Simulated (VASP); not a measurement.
Set up this calculation in VASP 6.6.1, as the native input.

- Task: single point
- Functional: r2SCAN
- Potentials or basis: VASP PAW PBE potentials, release 64 (B, P)
- Cutoff: 550 eV
- k mesh: 8 × 8 × 8
- Occupations: gaussian, width 0.01 eV
- Spin: no spin polarisation
- Dipole correction: no
- Further INCAR settings: ALGO = Normal; EDIFF = 1e-06; NBANDS = 11

Crystal: BP.

```
CELL_PARAMETERS angstrom
0.00000 2.26832 2.26832
2.26832 0.00000 2.26832
2.26832 2.26832 0.00000
ATOMIC_POSITIONS crystal
B 0.00000 0.00000 0.00000
P 0.25000 0.25000 0.25000
```

These files were run (other wordings do the same):

POSCAR

```
BP
1.0
    0.0000000000      2.2683156724      2.2683156724
    2.2683156724      0.0000000000      2.2683156724
    2.2683156724      2.2683156724      0.0000000000
B P
1 1
Direct
    0.0000000000      0.0000000000      0.0000000000
    0.2500000000      0.2500000000      0.2500000000
```

INCAR.step1

```
SYSTEM = BP
PREC = Accurate ; ENCUT = 550
ISMEAR = 0 ; SIGMA = 0.01
LREAL = .False. ; LASPH = .True.
NELM = 120 ; NBANDS = 11
GGA = PE ; ALGO = Normal
EDIFF = 1E-5 ; LWAVE = .True.
LCHARG = .False. ; GGA_COMPAT = .False.
```

INCAR.step2

```
SYSTEM = BP
PREC = Accurate ; ENCUT = 550
EDIFF = 1E-6 ; ISMEAR = 0
SIGMA = 0.01 ; LREAL = .False.
LASPH = .True. ; NELM = 120
ALGO = Normal ; ISIF = 2
LWAVE = .False. ; LCHARG = .True.
METAGGA = R2SCAN ; LMIXTAU = .True.
LELF = .True. ; LVHAR = .True.
NBANDS = 11 ; ISTART = 1
GGA_COMPAT = .False.
```

KPOINTS

```
Automatic mesh
0
Gamma
  8 8 8
  0 0 0
```

Potentials or basis: VASP PAW PBE potentials, release 64 (B, P).

The run is started by

```sh
$ cat potpaw_PBE.64/B/POTCAR potpaw_PBE.64/P/POTCAR > POTCAR
$ cp INCAR.step1 INCAR
$ mpirun -np 1 vasp_std > vasp.out
$ cp INCAR.step2 INCAR
$ mpirun -np 1 vasp_std > vasp.out
```

It gave:

| Property | Result |
| --- | --- |
| Pressure | -0.5 GPa |
| Band gap on the k mesh | 1.48 eV, indirect (least direct gap 3.64 eV) |

Caveat: the PAW data sets were made with another functional, which shifts forces and pressure a little.

It took 54 s on 1 thread of AMD EPYC 7R43 64-Core Processor (Zen 3), on a shared host, peak memory 0.12 GiB.
